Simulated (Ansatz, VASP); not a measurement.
## Cu5W in VASP and in Ansatz

```
CELL_PARAMETERS angstrom
0.00000 3.36911 3.36911
3.36911 0.00000 3.36911
3.36911 3.36911 0.00000
ATOMIC_POSITIONS crystal
W 0.00000 0.00000 0.00000
Cu 0.25000 0.25000 0.25000
Cu 0.62500 0.62500 0.62500
Cu 0.12500 0.62500 0.62500
Cu 0.62500 0.62500 0.12500
Cu 0.62500 0.12500 0.62500
```

Alike in both runs: task single point; functional PBEsol; k mesh 5 × 5 × 5; occupations fermi-dirac, width 0.0202 eV; no spin polarisation.

```csv
,VASP,Ansatz
version,VASP 6.6.1,Ansatz 0.2.0
potentials or method,"VASP PAW PBE potentials, release 64 (W_sv, Cu_sv_GW), cutoff 700 eV",PAW plane waves
valence electrons in the cell,109,109
```

|  | VASP | Ansatz | Ansatz less VASP |
| --- | --- | --- | --- |
| gap on the k mesh at the Fermi level (eV) | none | none | - |
| pressure (GPa) | -12.1 | -8.8 | +3.31 |

VASP's potentials were made for PBE, not for PBEsol. A gap of «none» marks a metal or a gap that the smearing closes.

Neither program's run includes spin-orbit coupling.
